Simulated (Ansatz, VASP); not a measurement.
Ta in VASP and in Ansatz

Contents of INCAR:

```
SYSTEM = Ta
PREC = Accurate
ENCUT = 520
EDIFF = 1E-6
ISMEAR = 1
SIGMA = 0.6
LREAL = .False.
LASPH = .True.
NELM = 100
ALGO = Normal
ISIF = 2
LWAVE = .False.
LCHARG = .True.
LELF = .True.
LVHAR = .True.
NBANDS = 12
```

File KPOINTS:

```
regular mesh
0
Gamma
  14 14 14
  0 0 0
```

POSCAR

```
Ta
1.0
   -1.6276710318      1.6276710318      1.6276710318
    1.6276710318     -1.6276710318      1.6276710318
    1.6276710318      1.6276710318     -1.6276710318
Ta
1
Direct
    0.0000000000      0.0000000000      0.0000000000
```

Input for Ansatz:

```yaml
crystal:
  lattice:
    - [-1.6276710318, 1.6276710318, 1.6276710318]
    - [1.6276710318, -1.6276710318, 1.6276710318]
    - [1.6276710318, 1.6276710318, -1.6276710318]
  atoms:
    - { symbol: Ta, position: [0.0, 0.0, 0.0] }
hamiltonian:
  xc: lda
  pseudopotentials:
    kind: paw
    azcp:
      Ta: "pseudopotentials/Ta.paw.azcp"
basis:
  ecutwfc: 420
  fft_grid_basis: typed
kpoints:
  mp_grid: { grid: [14, 14, 14], shift: [0, 0, 0] }
magnetization:
  spin_polarized: false
scf:
  occupations: { method: methfessel_paxton, width: 0.6 }
  lower_state_search: "off"
output:
  stress: true
```

Alike in both runs: task single point; functional LDA; k mesh 14 × 14 × 14; occupations methfessel-paxton of order 1, width 0.6 eV; no spin polarisation.

```csv
,VASP,Ansatz
version,VASP 6.6.1,Ansatz 0.2.0
potentials or method,"VASP PAW LDA potentials, release 64 (Ta_pv), cutoff 520 eV","plane waves (420 eV) with PAW, scalar-relativistic"
valence electrons in the cell,11,13
```

VASP gave:

```
pressure (GPa) : 0.5
```

Task: Estimate Ansatz's values.

Result: Pressure (GPa): -0.4.

Ansatz warns that its potentials were made for another functional, while VASP's fit it. LDA's correlation is that of Perdew and Zunger in VASP and of Perdew and Wang (1992) in Ansatz. VASP's potentials hold 11 valence electrons a cell and Ansatz's 13, so a difference there can come from the potentials and not from the codes.

Spin-orbit coupling is off throughout.
